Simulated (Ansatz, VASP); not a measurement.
## BC5: VASP beside Ansatz

File INCAR:

```
SYSTEM = BC5
  PREC = Accurate
  ENCUT = 520
  EDIFF = 1E-6
  ISMEAR = -1
  SIGMA = 0.1
  LREAL = .FALSE.
  LASPH = .TRUE.
  NELM = 100
  ALGO = Normal
  ISIF = 2
  LWAVE = .FALSE.
  LCHARG = .FALSE.
  GGA = PE
  NBANDS = 20
```

File KPOINTS:

```
regular mesh
0
G
  12 12 5
  0 0 0
```

POSCAR

```
BC5
1.0
    2.5515510000      0.0000000000      0.0000000000
   -1.2757755000      2.2097079851      0.0000000000
    0.0000000000      0.0000000000      6.3996570000
B C
1 5
Direct
    0.3333330000      0.6666670000      0.0075860000
    0.3333330000      0.6666670000      0.2595110000
    0.6666670000      0.3333330000      0.3390330000
    0.0000000000      0.0000000000      0.6645630000
    0.6666670000      0.3333330000      0.5813640000
    0.0000000000      0.0000000000      0.8989420000
```

Input for Ansatz:

```yaml
crystal:
  lattice:
    - [2.551551, 0.0, 0.0]
    - [-1.2757754999999993, 2.209707985051588, 0.0]
    - [0.0, 0.0, 6.399657]
  atoms:
    - { symbol: B, position: [0.333333, 0.666667, 0.007585999999999998] }
    - { symbol: C, position: [0.333333, 0.666667, 0.259511] }
    - { symbol: C, position: [0.666667, 0.333333, 0.339033] }
    - { symbol: C, position: [0.0, 0.0, 0.664563] }
    - { symbol: C, position: [0.666667, 0.333333, 0.581364] }
    - { symbol: C, position: [0.0, 0.0, 0.8989419999999999] }
basis:
  ecutwfc: 470.0
kpoints:
  mp_grid:
    grid: [12, 12, 5]
hamiltonian:
  xc: pbe
scf:
  occupations:
    method: fermi_dirac
output:
  stress: true
```

Alike in both runs: task single point; functional PBE; k mesh 12 × 12 × 5; no spin polarisation.

|  | VASP | Ansatz |
| --- | --- | --- |
| version | VASP 6.6.1 | Ansatz 0.2.0 |
| potentials or method | VASP PAW PBE potentials, release 64 (B, C), cutoff 520 eV | plane waves, PAW |
| occupations | fermi-dirac, width 0.1 eV | fermi-dirac |
| valence electrons in the cell | 23 | 23 |

```tsv
	VASP	Ansatz	Ansatz less VASP
pressure (GPa)	0.0	-0.4	-0.46
traceless stress, the component that is largest in VASP (GPa)	-0.39	-0.47	-0.072
```

Ansatz's warnings: structure snapped to symmetry.
